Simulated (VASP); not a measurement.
Here is a VASP 6.6.1 calculation.

Contents of INCAR:

```
PREC     = Accurate       # precision mode
ENCUT    = 520            # plane-wave cutoff, eV
EDIFF    = 1E-6           # SCF threshold, eV
ISMEAR   = -1             # smearing method
SIGMA    = 0.05           # smearing width, eV
LREAL    = False          # projectors in reciprocal space
LASPH    = True           # aspherical terms in the spheres
NELM     = 150            # most SCF steps
ALGO     = Normal         # electronic algorithm
ISIF     = 2              # what is computed and relaxed
LWAVE    = False          # write WAVECAR
LCHARG   = True           # write CHGCAR
ISPIN    = 2              # spin polarisation
MAGMOM   = 4              # initial moments
LORBIT   = 11             # projections on sites
NUPDOWN  = 4.0            # fixed moment
LMAXMIX  = 4              # l up to which the mixer works
GGA      = PE             # functional
LELF     = True           # ELF
LVHAR    = True         
NBANDS   = 14             # bands
```

KPOINTS

```
Automatic mesh
0
Gamma
  11 11 11
```

File POSCAR:

```
Co
1.0
   -1.4145745000      1.3929095500      1.3921574700
    1.4429802800     -1.3751271500      1.4027808400
    1.4112696000      1.3718222500     -1.3743750600
Co
1
Direct
    0.0000000000      0.0000000000      0.0000000000
```

Potentials or basis: VASP PAW PBE potentials, release 64 (Co).

Run with:

```bash
$ cat potpaw_PBE.64/Co/POTCAR > POTCAR
$ mpirun -np 1 vasp_std > vasp.out
```

**Question.** Estimate the pressure.

**Answer.** 100.8 GPa.

Stress tensor (GPa, compression positive):
```
103.59   0.00  -1.29
  0.00  99.06  -0.37
 -1.29  -0.37  99.85
```

Caveat: the cell stands under pressure; the total moment is fixed, so each spin has its own Fermi level.
